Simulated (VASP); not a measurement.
**GaN: single point with r2SCAN**

Crystal: GaN.

```xyz
2
Lattice="0.0000 2.2827 2.1815 2.2827 0.0000 2.1815 2.2827 2.2827 0.0000" Properties=species:S:1:pos:R:3 pbc="T T T"
Ga    0.0000    0.0000    0.0000
N     3.4240    3.4240    3.2722
```

This cell differs from its parent crystal: strain +0.015 along x and y, -0.030 along z.

| Quantity | Value |
| --- | --- |
| Program | VASP 6.6.1 |
| Task | single point |
| Functional | r2SCAN |
| Potentials or basis | VASP PAW PBE potentials, release 64 (Ga_d, N) |
| Cutoff | 520 eV |
| k mesh | 10 × 10 × 10 |
| Occupations | gaussian, width 0.05 eV |
| Spin | no spin polarisation |
| Dipole correction | no |
| Further INCAR settings | ALGO = Normal; EDIFF = 1e-07; NBANDS = 16 |

* Pressure: 1.1 GPa
* Band gap on the k mesh: 2.03 eV, direct

Stress tensor (GPa, compression positive):
```
-0.63  0.00  0.00
 0.00 -0.63  0.00
 0.00  0.00  4.61
```

Levels at points of the mesh, in eV from the valence-band top:
```
           k point  band 7  band 8  band 9  band 10  band 11  band 12
(0.00, 0.00, 0.00)   -0.19   -0.19    0.00     2.03    10.84    10.98
(0.50, 0.00, 0.00)   -7.32   -1.30   -0.97     5.03     9.36    10.57
(0.50, 0.50, 0.00)   -6.04   -3.16   -3.16     3.46     6.64    12.96
(0.50, 0.00, 0.50)   -6.54   -2.82   -2.79     3.75     7.41    12.27
```

It took 87 s on 1 thread of Intel(R) Xeon(R) Platinum 8488C (Sapphire Rapids), with other jobs on the host, peak memory 0.17 GiB.

Caveat: the cell differs from its parent crystal (strain +0.015 along x and y, -0.030 along z); the PAW data sets were made with another functional, which shifts forces and pressure a little.
